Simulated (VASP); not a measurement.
A run of VASP 6.6.1:

File INCAR:

```
SYSTEM = TePd
PREC = Accurate
ENCUT = 500
EDIFF = 1E-6
ISMEAR = 0
SIGMA = 0.05
LREAL = .FALSE.
LASPH = .TRUE.
NELM = 200
ALGO = Normal
ISIF = 2
LWAVE = .FALSE.
LCHARG = .FALSE.
LNONCOLLINEAR = .TRUE.
MAGMOM = 0 0 1.9 0 0 0.13
LORBIT = 11
I_CONSTRAINED_M = 2
LAMBDA = 10
M_CONSTR = 0.289 0.289 0.289 0 0 0
RWIGS = 1.39 1.38
ISYM = -1
AMIX = 0.2
BMIX = 1E-4
AMIX_MAG = 0.8
BMIX_MAG = 1E-4
LMAXMIX = 4
GGA = CA
NBANDS = 28
GGA_COMPAT = .FALSE.
```

File KPOINTS:

```
Automatic mesh
0
G
  5 5 5
  0 0 0
```

The input POSCAR:

```
TePd
1.0
    4.0347723400      0.0000000000      0.0000000000
   -2.0173861700      3.4942153400      0.0000000000
    0.0000000000      0.0000000000      3.9377379000
Pd Te
1 1
Direct
    0.0000000000      0.0000000000      0.0000000000
    0.6666666667      0.3333333333      0.5000000000
```

Potentials or basis: VASP PAW LDA potentials, release 64 (Pd, Te).

Command:

```bash
$ cat potpaw_LDA.64/Pd/POTCAR potpaw_LDA.64/Te/POTCAR > POTCAR
$ mpirun -np 1 vasp_ncl > vasp.out
```

Hardware: 1 thread of Intel(R) Xeon(R) 6975P-C (Granite Rapids), on a shared host.

Estimate the wall time of this run.

Wall time 49 min on 1 thread of Intel(R) Xeon(R) 6975P-C (Granite Rapids), with other jobs on the host, peak memory 0.44 GiB. Counts: scf iterations 107, k points 125.
